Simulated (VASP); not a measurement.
A run of VASP 6.6.1 is set up as follows.

INCAR

```
ALGO     = Normal         # electronic algorithm
EDIFF    = 1E-6           # SCF threshold, eV
ENCUT    = 500            # plane-wave cutoff, eV
GGA      = PE             # functional
GGA_COMPAT= F            
ISIF     = 2              # what is computed and relaxed
ISMEAR   = 0              # smearing method
LASPH    = T              # aspherical terms in the spheres
LCHARG   = F              # write CHGCAR
LMAXMIX  = 6              # l up to which the mixer works
LREAL    = F              # projectors in reciprocal space
LWAVE    = F              # write WAVECAR
NBANDS   = 20             # bands
NELM     = 200            # most SCF steps
PREC     = Accurate       # precision mode
SIGMA    = 0.1            # smearing width, eV
```

File KPOINTS:

```
k-points
0
Gamma
  4 4 6
```

Contents of POSCAR:

```
Sm2Si
1.0
    5.6834225371      0.0000000000      0.0000000000
    0.0000000000      5.6834225371      0.0000000000
    0.0000000000      0.0000000000      3.2377060500
Sm Si
2 1
Direct
    0.0000000000      0.5000000000      0.0000000000
    0.5000000000      0.0000000000      0.0000000000
    0.0000000000      0.0000000000      0.0000000000
```

Potentials or basis: VASP PAW PBE potentials, release 64 (Sm_3, Si), 4f in core.

The run is started by

```bash
$ cat potpaw_PBE.64/Sm_3/POTCAR potpaw_PBE.64/Si/POTCAR > POTCAR
$ mpirun -np 1 vasp_std > vasp.out
```

(1) Estimate the band gap on the k mesh.

(2) Estimate the pressure.

## Answers

(1) zero (bands 13 and 14 overlap by 1.01 eV).

(2) 0.1 GPa.

Caveat: spin-orbit coupling is left out, which moves the levels of the heavy elements; the 4f electrons are frozen in the core, so they carry no moment and show no levels.
